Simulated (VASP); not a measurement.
Write the native input for VASP 6.6.1 that does the following.

```yaml
Task: single point
Functional: PBE
Dispersion: D3(BJ)
Potentials_or_basis: VASP PAW PBE potentials, release 64 (Pt, Se)
Cutoff: 520 eV
k_mesh: 14 × 14 × 5
Occupations: gaussian, width 0.15 eV
Spin: no spin polarisation
Dipole_correction: no
Further_INCAR_settings: ALGO = Normal; EDIFF = 1e-07; NBANDS = 31
```

The structure of PtSe2 lies in POSCAR:

```
PtSe2
1.0
   -3.7240006046      0.0000000000      0.0000000000
   -1.8620003023     -3.2250791273      0.0000000000
   -3.7241868046     -2.1501602542     10.1240000000
Pt Se
2 4
Direct
   -0.5000250000     -0.5000250000      0.7500000000
   -0.1666750000     -0.1666750000      0.2500000000
   -0.2500291667     -0.2500291667      0.8750000000
    0.0833208333      0.0833208333      0.3750000000
    0.5833291667      0.5833291667      0.1250000000
    0.2499791667      0.2499791667      0.6250000000
```

This cell differs from its parent crystal: the part above a cut slid along it.

These files were run (other wordings do the same):

INCAR

```
PREC = Accurate ; ENCUT = 520
EDIFF = 1E-7 ; ISMEAR = 0
SIGMA = 0.15 ; LREAL = False
LASPH = True ; NELM = 60
ALGO = Normal ; ISIF = 2
LWAVE = False ; LCHARG = False
GGA = PE ; IVDW = 12
NBANDS = 31
```

KPOINTS

```
Automatic mesh
0
Gamma
  14 14 5
```

Potentials or basis: VASP PAW PBE potentials, release 64 (Pt, Se).

Launch:

```console
$ cat potpaw_PBE.64/Pt/POTCAR potpaw_PBE.64/Se/POTCAR > POTCAR
$ mpirun -np 1 vasp_std > vasp.out
```

It gave:

The pressure is 7.5 GPa, the largest force is 0.706 eV/Å and the band gap on the k mesh is zero (bands 22 and 23 overlap by 0.88 eV). The dispersion energy per atom is -0.476 eV.

Caveat: the cell differs from its parent crystal (the part above a cut slid along it); the cell stands under pressure; spin-orbit coupling is left out, which moves the levels of the heavy elements.

It took 35 min on 1 thread of Intel Xeon 8259CL, with other jobs on the host, peak memory 0.88 GiB.
